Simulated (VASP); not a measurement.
MoS2, 6 atoms in the cell. The cell holds a sheet with vacuum, 6 atoms: a = 3.192 Å, b = 3.192 Å, c = 42.354 Å, α = 90.00°, β = 90.00°, γ = 120.00°. 

| Item | Value |
| --- | --- |
| Program | VASP 6.6.1 |
| Task | single point |
| Functional | PBE |
| Dispersion | D3(BJ) |
| Potentials or basis | VASP PAW PBE potentials, release 64 (S, Mo_sv) |
| Cutoff | 520 eV |
| k mesh | 12 × 12 × 1 |
| Occupations | gaussian, width 0.02 eV |
| Spin | no spin polarisation |
| Dipole correction | yes |
| Further INCAR settings | ALGO = Normal; EDIFF = 1e-07; NBANDS = 35 |

Potentials or basis: VASP PAW PBE potentials, release 64 (S, Mo_sv).

Launch:

```bash
$ cat potpaw_PBE.64/S/POTCAR potpaw_PBE.64/Mo_sv/POTCAR > POTCAR
$ mpirun -np 1 vasp_std > vasp.out
```

Hardware: 1 thread of Intel(R) Xeon(R) Platinum 8488C (Sapphire Rapids), on a shared host.

Task: Estimate the wall time of this run.

Result: Wall time 5.9 min on 1 thread of Intel(R) Xeon(R) Platinum 8488C (Sapphire Rapids), on a shared host, peak memory 0.53 GiB. Counts: scf iterations 27, k points 19.
